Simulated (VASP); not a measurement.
# BH12C3N (R3m) in VASP: single point with PBE

Aim: the single point of BH12C3N with PBE.

Everything below comes from runs of VASP 6.6.1. Logs are shortened: lines on timing, memory, paths and dates and some standing lists are left out, and cuts for length are marked.

## 1. The cell of the first run

The structure is trigonal, space group R3m (No. 160). The conventional cell has a = 9.752 Å, b = 9.752 Å, c = 5.968 Å, α = 90.00°, β = 90.00°, γ = 120.00°. B (site symmetry 3m) has 3 H at 1.22 Å and 1 N at 1.62 Å within 1.7 Å. H (site symmetry m) has 1 C at 1.10 Å within 1.5 Å. H (site symmetry 1) has 1 C at 1.09 Å within 1.5 Å. Within 1.6 Å of H (site symmetry m) lie 1 B at 1.22 Å. Within 1.5 Å of C (site symmetry m) lie 3 H at 1.09 to 1.10 Å and 1 N at 1.49 Å. N (site symmetry 3m) has 3 C at 1.49 Å and 1 B at 1.62 Å within 2.0 Å.

## 2. Single point, PBE

INCAR reads:

```
SYSTEM = BH12C3N
ALGO = Normal
EDIFF = 1E-6
ENCUT = 520
GGA = PE
ISIF = 2
ISMEAR = 0
LASPH = .TRUE.
LCHARG = .FALSE.
LREAL = Auto
LWAVE = .FALSE.
NBANDS = 30
NELM = 100
PREC = Accurate
SIGMA = 0.02
```

KPOINTS reads:

```
k-points
0
G
  6 6 6
  0 0 0
```

POSCAR reads:

```
BH12C3N
1.0
    4.8759939508      2.8151564200      1.9893344282
   -4.8759939508      2.8151564200      1.9893344282
    0.0000000000     -5.6303128402      1.9893344280
B H C N
1 12 3 1
Direct
    0.9150438145      0.9150438145      0.9150438145
    0.2899669070      0.5382625141      0.2899669070
    0.2899669070      0.2899669070      0.5382625141
    0.5382625141      0.2899669070      0.2899669070
    0.4152235778      0.8458762030      0.5982961005
    0.5982961005      0.4152235778      0.8458762030
    0.8458762030      0.5982961005      0.4152235778
    0.5982961005      0.8458762030      0.4152235778
    0.8458762030      0.4152235778      0.5982961005
    0.4152235778      0.5982961005      0.8458762030
    0.0436823109      0.0436823109      0.8358345005
    0.8358345005      0.0436823109      0.0436823109
    0.0436823109      0.8358345005      0.0436823109
    0.4739233707      0.7224340433      0.4739233707
    0.4739233707      0.4739233707      0.7224340433
    0.7224340433      0.4739233707      0.4739233707
    0.6428881879      0.6428881879      0.6428881879
```

Potentials or basis: VASP PAW PBE potentials, release 64 (B, H, C, N).

Run with:

```bash
$ cat potpaw_PBE.64/B/POTCAR potpaw_PBE.64/H/POTCAR potpaw_PBE.64/C/POTCAR potpaw_PBE.64/N/POTCAR > POTCAR
$ mpirun -np 1 vasp_std > vasp.out
```

OUTCAR:

```text
SYSTEM = BH12C3N
   EDIFF = 1E-6
   ENCUT = 520
   GGA = PE
   ISIF = 2
   ISMEAR = 0
   LASPH = .TRUE.
   LREAL = Auto
   NELM = 100
   PREC = Accurate

 ion  position               nearest neighbor table
   1  0.915  0.915  0.915-  11 1.22  12 1.22  13 1.22  17 1.62
   2  0.290  0.538  0.290-  14 1.10
   3  0.290  0.290  0.538-  15 1.10
   4  0.538  0.290  0.290-  16 1.10
   5  0.415  0.846  0.598-  14 1.09
   6  0.598  0.415  0.846-  15 1.09
   7  0.846  0.598  0.415-  16 1.09
   8  0.598  0.846  0.415-  14 1.09
   9  0.846  0.415  0.598-  16 1.09
  10  0.415  0.598  0.846-  15 1.09
  11  0.044  0.044  0.836-   1 1.22
  12  0.836  0.044  0.044-   1 1.22
  13  0.044  0.836  0.044-   1 1.22
  14  0.474  0.722  0.474-   8 1.09   5 1.09   2 1.10  17 1.49
  15  0.474  0.474  0.722-   6 1.09  10 1.09   3 1.10  17 1.49
  16  0.722  0.474  0.474-   7 1.09   9 1.09   4 1.10  17 1.49
  17  0.643  0.643  0.643-  15 1.49  14 1.49  16 1.49   1 1.62

  LATTYP: Found a trigonal (rhomboedric) cell.
 ALAT       =     5.9714214509
 COS(alpha) =    -0.3335240857

  Lattice vectors:

 A1 = (   4.8759939508,   2.8151564200,   1.9893344282)
 A2 = (  -4.8759939508,   2.8151564200,   1.9893344282)
 A3 = (   0.0000000000,  -5.6303128402,   1.9893344280)

Analysis of symmetry for initial positions (statically):
=====================================================================
 Subroutine PRICEL returns:
 Original cell was already a primitive cell.

 Routine SETGRP: Setting up the symmetry group for a
 trigonal (rhombohedral) supercell.

 Subroutine GETGRP returns: Found  6 space group operations
 (whereof  6 operations were pure point group operations)
 out of a pool of 12 trial point group operations.

The static configuration has the point symmetry C_3v.

Analysis of symmetry for dynamics (positions and initial velocities):
=====================================================================
 Subroutine PRICEL returns:
 Original cell was already a primitive cell.

 Routine SETGRP: Setting up the symmetry group for a
 trigonal (rhombohedral) supercell.

 Subroutine GETGRP returns: Found  6 space group operations
 (whereof  6 operations were pure point group operations)
 out of a pool of 12 trial point group operations.

The dynamic configuration has the point symmetry C_3v.

 Subroutine INISYM returns: Found  6 space group operations
 (whereof  6 operations are pure point group operations),
 and found     1 'primitive' translations

----------------------------------------------------------------------------------------

                                     Primitive cell

  volume of cell :     163.8418

  direct lattice vectors                    reciprocal lattice vectors
     4.875993951  2.815156420  1.989334428     0.102543195  0.059203341  0.167560230
    -4.875993951  2.815156420  1.989334428    -0.102543195  0.059203341  0.167560230
     0.000000000 -5.630312840  1.989334428     0.000000000 -0.118406683  0.167560229

  length of vectors
     5.971421451  5.971421451  5.971421451     0.205174494  0.205174494  0.205174494

  position of ions in fractional coordinates (direct lattice)
     0.915043815  0.915043815  0.915043815
     0.289966907  0.538262514  0.289966907
     0.289966907  0.289966907  0.538262514
     0.538262514  0.289966907  0.289966907
     0.415223578  0.845876203  0.598296101
     0.598296101  0.415223578  0.845876203
[... 9 lines left out ...]
     0.722434043  0.473923371  0.473923371
     0.642888188  0.642888188  0.642888188

  ion indices of the primitive-cell ions
   primitive index   ion index
                 1           1
                 2           2
                 3           3
                 4           4
                 5           5
                 6           6
[... 9 lines left out ...]
                16          16
                17          17

----------------------------------------------------------------------------------------

 KPOINTS: k-points

Automatic generation of k-mesh.
 Grid dimensions read from file:
 generate k-points for:    6    6    6

 Generating k-lattice:

  Cartesian coordinates                     Fractional coordinates (reciprocal lattice)
     0.017090533  0.009867224  0.027926705     0.166666667  0.000000000  0.000000000
    -0.017090533  0.009867224  0.027926705     0.000000000  0.166666667  0.000000000
     0.000000000 -0.019734447  0.027926705    -0.000000000 -0.000000000  0.166666667

  Length of vectors
     0.034195749  0.034195749  0.034195749

  Shift w.r.t. Gamma in fractional coordinates (k-lattice)
     0.000000000  0.000000000  0.000000000

 Subroutine IBZKPT returns following result:
 ===========================================

 Found     32 irreducible k-points:

 Following reciprocal coordinates:
            Coordinates               Weight
  0.000000  0.000000  0.000000      1.000000
  0.166667 -0.000000  0.000000      6.000000
  0.333333 -0.000000  0.000000      6.000000
  0.500000 -0.000000  0.000000      3.000000
  0.166667  0.166667  0.000000      6.000000
  0.333333  0.166667  0.000000     12.000000
[... 16 lines left out ...]
  0.500000  0.500000  0.166667      6.000000
 -0.333333  0.500000  0.166667     12.000000
 [... further k-points ...]
   k-points           NKPTS =     32   k-points in BZ     NKDIM =     32   number of bands    NBANDS=     30
   number of dos      NEDOS =    301   number of ions     NIONS =     17
   total plane-waves  NPLWV = 110592
   dimension x,y,z NGX =    48 NGY =   48 NGZ =   48
   dimension x,y,z NGXF=    96 NGYF=   96 NGZF=   96
   ions per type =               1  12   3   1
   NGX,Y,Z   is equivalent  to a cutoff of  13.36, 13.36, 13.36 a.u.
   NGXF,Y,Z  is equivalent  to a cutoff of  26.73, 26.73, 26.73 a.u.
 SYSTEM =  BH12C3N
   PREC   = accura    normal or accurate (medium, high low for compatibility)
   ISTART =      0    job   : 0-new  1-cont  2-samecut
   ICHARG =      2    charge: 1-file 2-atom 10-const
   ISPIN  =      1    spin polarized calculation?
   LNONCOLLINEAR =      F non collinear calculations
   LSORBIT =      F    spin-orbit coupling
   LASPH  =      T    aspherical Exc in radial PAW
   ENCUT  =  520.0 eV  38.22 Ry    6.18 a.u.  11.10 11.10 11.10*2*pi/ulx,y,z
   NELM   =    100;   NELMIN=  2; NELMDL= -5     # of ELM steps
   EDIFF  = 0.1E-05   stopping-criterion for ELM
   LREAL  =      T    real-space projection
   EDIFFG = 0.1E-04   stopping-criterion for IOM
   NSW    =      0    number of steps for IOM
   IBRION =     -1    ionic relax: 0-MD 1-quasi-New 2-CG
   NFREE  =      0    steps in history (QN), initial steepest desc. (CG)
   ISIF   =      2    stress and relaxation
   ISYM   =      2    0-nonsym 1-usesym 2-fastsym
   POTIM  = 0.5000    time-step for ionic-motion
   TEBEG  =    0.0;   TEEND  =   0.0 temperature during run
   PSTRESS=    0.0 pullay stress
   NELECT =      32.0000    total number of electrons
   NUPDOWN=      -1.0000    fix difference up-down
   EMIN   =  10.00;   EMAX   =-10.00  energy-range for DOS
   EFERMI =   0.00;   METHOD = LEGACY
   ISMEAR =     0;   SIGMA  =   0.02  broadening in eV -4-tet -1-fermi 0-gaus
   EFERMI_NEDOS =   21; number of points for ismear=-14 and -15
   IALGO  =     38    algorithm
   IMIX   =      4    mixing-type and parameters
     AMIX     =   0.40;   BMIX     =  1.00
     AMIX_MAG =   1.60;   BMIX_MAG =  1.00
  volume/ion in A,a.u.               =       9.64        65.04
  Fermi-wavevector in a.u.,A,eV,Ry     =   0.949839  1.794935 12.275091  0.902194
  Thomas-Fermi vector in A             =   2.078159
   LORBIT       =      0    0 simple, 1 ext, 2 COOP (PROOUT), +10 PAW based schemes
   GGA     = PE    functional components
   LHFCALC =     F    Hartree Fock is set to
   AEXX    =    0.0000 exact exchange contribution
   IVDW    =     0    specifies the selected vdW correction
   LEPSILON=     F    determine dielectric tensor
   LRPA    =     F    only Hartree local field effects (RPA)
 non-spin polarized calculation
 Gauss-broadening in eV      SIGMA  =   0.02
  energy-cutoff  :      520.00
  volume of cell :      163.84
 maximum number of plane-waves:      4427
 NGX is ok and might be reduce to    48
   NGX = 23   NGY = 23   NGZ = 23

 number of electron      32.0000002 magnetization

 Free energy of the ion-electron system (eV)
  ---------------------------------------------------
  ext. energy  EPLUGINS =         0.00000000
  ---------------------------------------------------
  free energy    TOTEN  =       -86.18371207 eV

  energy without entropy =      -86.18371207  energy(sigma->0) =      -86.18371207

 E-fermi :  -3.1685     XC(G=0):  -6.8381

 val. band max:       -3.2899486973   @ k =   0.5000   0.5000   0.5000
 cond. band min:       2.5142707193   @ k =   0.0000   0.0000   0.0000
 fundamental gap:      5.8042194167
 Fermi energy:        -3.1684521351

 k-point     1 :       0.0000    0.0000    0.0000
  band No.  band energies     occupation
      1     -20.8949      2.00000
      2     -14.5885      2.00000
      3     -14.5885      2.00000
      4     -12.2823      2.00000
      5     -10.0555      2.00000
      6      -8.7094      2.00000
[... 20 lines left out ...]
     27       7.8130      0.00000
     28       7.8130      0.00000

 k-point     2 :       0.1667   -0.0000    0.0000
  band No.  band energies     occupation
      1     -20.8932      2.00000
      2     -14.6043      2.00000
      3     -14.5882      2.00000
      4     -12.2755      2.00000
      5     -10.0643      2.00000
      6      -8.7278      2.00000
[... 20 lines left out ...]
     27       7.6077      0.00000
     28       7.8378      0.00000

 k-point     3 :       0.3333   -0.0000    0.0000
  band No.  band energies     occupation
      1     -20.8901      2.00000
      2     -14.6356      2.00000
      3     -14.5878      2.00000
      4     -12.2638      2.00000
      5     -10.0779      2.00000
      6      -8.7632      2.00000
[... 616 lines left out ...]
      3     -14.6270      2.00000
      4     -12.1338      2.00000
      5      -9.9645      2.00000
      6      -8.8391      2.00000
[... 20 lines left out ...]
     27       7.6384      0.00000
     28       7.9421      0.00000

 k-point    24 :      -0.3333    0.5000    0.1667
  band No.  band energies     occupation
      1     -20.8856      2.00000
      2     -14.6692      2.00000
      3     -14.6229      2.00000
      4     -12.1749      2.00000
      5     -10.0245      2.00000
      6      -8.8231      2.00000
[... 20 lines left out ...]
     27       7.7438      0.00000
     28       8.0320      0.00000

 [... further k-points ...]

 [bands above 28 left out]

------------------------ aborting loop because EDIFF is reached ----------------------------------------

  FORCE on cell =-STRESS in cart. coord.  units (eV):
  Direction    XX          YY          ZZ          XY          YZ          ZX
  --------------------------------------------------------------------------------------
  -------------------------------------------------------------------------------------
  Total       -0.0237088     -0.0237088     -0.1256563      0.0000000      0.0000000      0.0000000
  in kB       -0.2318439     -0.2318439     -1.2287687      0.0000000      0.0000000      0.0000000
  external PRESSURE =      -0.5641521 kB  Pullay stress =       0.0000000 kB

 VOLUME and BASIS-vectors are now :
 -----------------------------------------------------------------------------
  energy-cutoff  :      520.00
  volume of cell :      163.84
      direct lattice vectors                 reciprocal lattice vectors
     4.875993951  2.815156420  1.989334428     0.102543195  0.059203341  0.167560230
    -4.875993951  2.815156420  1.989334428    -0.102543195  0.059203341  0.167560230
     0.000000000 -5.630312840  1.989334428     0.000000000 -0.118406683  0.167560229

 POSITION                                       TOTAL-FORCE (eV/Angst)
 -----------------------------------------------------------------------------------
      0.00000     -0.00000      5.46098         0.000000      0.000000     -0.011908
     -1.21069      0.69899      2.22447        -0.001628      0.000940     -0.021583
      0.00000     -1.39798      2.22447         0.000000     -0.001880     -0.021583
      1.21069      0.69899      2.22447         0.001628      0.000940     -0.021583
     -2.09986      0.18160      3.69896        -0.016000     -0.006783      0.004025
      0.89266     -1.90933      3.69896         0.013874     -0.010465      0.004025
[... 9 lines left out ...]
      1.21174      0.69960      3.32275         0.024947      0.014403      0.001649
      0.00000     -0.00000      3.83676         0.000000     -0.000000      0.037152
 -----------------------------------------------------------------------------------
    total drift:                                0.000000     -0.000000      0.018019

  FREE ENERGIE OF THE ION-ELECTRON SYSTEM (eV)
  ---------------------------------------------------
  free  energy   TOTEN  =       -86.1837120659 eV

  energy  without entropy=      -86.1837120659  energy(sigma->0) =      -86.18371207
```

Wall time 8 min (1 thread of Oxide Virtual Turin-like, shared host); peak memory 0.36 GiB.

Results:

* Free energy: -86.1837 eV
* Pressure: -0.1 GPa
* Largest force: 0.037 eV/Å
* Band gap on the k mesh: 5.80 eV (least direct gap 5.89 eV)

Forces in eV/Å, atoms in the order of the input:
```
B    0.000  0.000 -0.012
H   -0.002  0.001 -0.022
H    0.000 -0.002 -0.022
H    0.002  0.001 -0.022
H   -0.016 -0.007  0.004
H    0.014 -0.010  0.004
H    0.002  0.017  0.004
H   -0.002  0.017  0.004
H    0.016 -0.007  0.004
H   -0.014 -0.010  0.004
H    0.000  0.010  0.003
H   -0.008 -0.005  0.003
H    0.008 -0.005  0.003
C   -0.025  0.014  0.002
C    0.000 -0.029  0.002
C    0.025  0.014  0.002
N    0.000  0.000  0.037
```
